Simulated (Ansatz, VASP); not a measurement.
## Zr2N: VASP beside Ansatz

POSCAR

```
Zr2N
1.0
    5.4130027300      0.0000000000      0.0000000000
    0.0000000000      5.4130027300      0.0000000000
    0.0000000000      0.0000000000      3.3077891900
Zr N
4 2
Direct
    0.2961254600      0.2961254600      0.0000000000
    0.7038745400      0.7038745400      0.0000000000
    0.7961254600      0.2038745400      0.5000000000
    0.2038745400      0.7961254600      0.5000000000
    0.0000000000      0.0000000000      0.0000000000
    0.5000000000      0.5000000000      0.5000000000
```

The input INCAR.step1:

```
PREC = Accurate
ENCUT = 520
ISMEAR = 0
SIGMA = 0.1
LREAL = F
LASPH = T
NELM = 60
NBANDS = 38
GGA = PE
ALGO = Normal
EDIFF = 1E-4
LWAVE = T
LCHARG = F
```

INCAR.step2

```
PREC = Accurate
ENCUT = 520
EDIFF = 1E-7
ISMEAR = 0
SIGMA = 0.1
LREAL = F
LASPH = T
NELM = 60
ALGO = Normal
ISIF = 2
LWAVE = F
LCHARG = F
METAGGA = R2SCAN
LMIXTAU = T
NBANDS = 38
ISTART = 1
```

KPOINTS

```
regular mesh
0
Gamma
  2 2 4
```

Input for Ansatz:

```yaml
crystal:
  lattice:
    - [5.41300273, 0.0, 0.0]
    - [0.0, 5.41300273, 0.0]
    - [0.0, 0.0, 3.30778919]
  atoms:
    - { symbol: Zr, position: [0.29612546, 0.29612546, 0.0] }
    - { symbol: Zr, position: [0.70387454, 0.70387454, 0.0] }
    - { symbol: Zr, position: [0.79612546, 0.20387454, 0.5] }
    - { symbol: Zr, position: [0.20387454, 0.79612546, 0.5] }
    - { symbol: "N", position: [0.0, 0.0, 0.0] }
    - { symbol: "N", position: [0.5, 0.5, 0.5] }
basis:
  ecutwfc: 500
kpoints:
  mp_grid: { grid: [2, 2, 4] }
hamiltonian:
  xc: r2scan
scf:
  occupations: { method: gaussian, width: 0.1 }
output:
  forces: true
  stress: true
  eigenvalues: true
```

Alike in both runs: task single point; functional r2SCAN; k mesh 2 × 2 × 4; occupations gaussian, width 0.1 eV; no spin polarisation.

|  | VASP | Ansatz |
| --- | --- | --- |
| version | VASP 6.6.1 | Ansatz 0.2.0 |
| potentials or method | VASP PAW PBE potentials, release 64 (Zr_sv, N), cutoff 520 eV | scalar-relativistic, plane waves, PAW |
| valence electrons in the cell | 58 | 58 |

```tsv
	VASP	Ansatz	Ansatz less VASP
gap on the k mesh at the Fermi level (eV)	none	none	-
pressure (GPa)	-0.6	-0.8	-0.15
traceless stress, the component that is largest in VASP (GPa)	1.31	1.30	-0.009
rms of the force components (eV/Å)	0.071	0.069	-0.0019
```

VASP's potentials were made for PBE, not for r2SCAN. Atom by atom the forces differ by 0.002 eV/Å (rms over components). A gap of «none» marks a metal or a gap that the smearing closes.

The k mesh is coarse, so the values compare programs but aren't converged.
